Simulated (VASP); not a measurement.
Cs2SnI6:

```xyz
9
Lattice="0.0000 6.0186 6.0186 6.0186 0.0000 6.0186 6.0186 6.0186 0.0000" Properties=species:S:1:pos:R:3 pbc="T T T"
Cs    3.0093    3.0093    3.0093
Cs    9.0278    9.0278    9.0278
Sn    0.0000    0.0000    0.0000
I     2.9111    6.0186    6.0186
I     6.0186    2.9111    6.0186
I     9.1260    6.0186    6.0186
I     6.0186    9.1260    6.0186
I     6.0186    6.0186    2.9111
I     6.0186    6.0186    9.1260
```

| Item | Value |
| --- | --- |
| Program | VASP 6.6.1 |
| Task | relaxation of cell and atoms |
| Functional | PBEsol |
| Potentials or basis | VASP PAW PBE potentials, release 64 (Cs_sv, Sn_d, I) |
| Cutoff | 500 eV |
| k mesh | 6 × 6 × 6 |
| Occupations | gaussian, width 0.01 eV |
| Spin | no spin polarisation |

At the start: pressure -1.1 GPa; volume 48.45 Å³/atom.

Question: How do energy, volume and symmetry change on relaxing?

Answer: Over 10 steps the energy falls by 18.5 meV/atom and the volume is 42.93 Å³/atom (-11.4 %); space group Fm-3m (No. 225, to 0.1 Å) before and after.

Step by step:
```
step  energy change (eV)  largest force (eV/Å)  pressure (GPa)  volume (Å³)
   1              0.0000                0.1646           -1.15       436.02
   2             -0.0984                0.1629           -0.25       414.45
   3             -0.1005                0.2220           -0.08       411.12
   4             -0.1152                0.1989           -0.08       407.76
   5             -0.1489                0.1288           -0.03       397.77
   6             -0.1607                0.0160            0.22       378.28
   7             -0.1659                0.0479            0.11       385.71
   8             -0.1660                0.0394            0.12       384.68
   9             -0.1649                0.0535           -0.18       389.01
  10             -0.1669                0.0016            0.00       386.40
```

Final structure:
```cif
data_structure
_symmetry_space_group_name_H-M 'P 1'
_symmetry_Int_Tables_number 1
_cell_length_a 8.1756
_cell_length_b 8.1756
_cell_length_c 8.1756
_cell_angle_alpha 60.000
_cell_angle_beta 60.000
_cell_angle_gamma 60.000
_cell_volume 386.40
loop_
_atom_site_label
_atom_site_type_symbol
_atom_site_fract_x
_atom_site_fract_y
_atom_site_fract_z
_atom_site_occupancy
Cs1 Cs 0.25000 0.25000 0.25000 1
Cs2 Cs 0.75000 0.75000 0.75000 1
Sn1 Sn 0.00000 0.00000 0.00000 1
I1 I 0.75173 0.24827 0.24827 1
I2 I 0.24827 0.75173 0.24827 1
I3 I 0.24827 0.75173 0.75173 1
I4 I 0.75173 0.24827 0.75173 1
I5 I 0.24827 0.24827 0.75173 1
I6 I 0.75173 0.75173 0.24827 1
```

Caveat: the PAW data sets were made with another functional, which shifts forces and pressure a little.
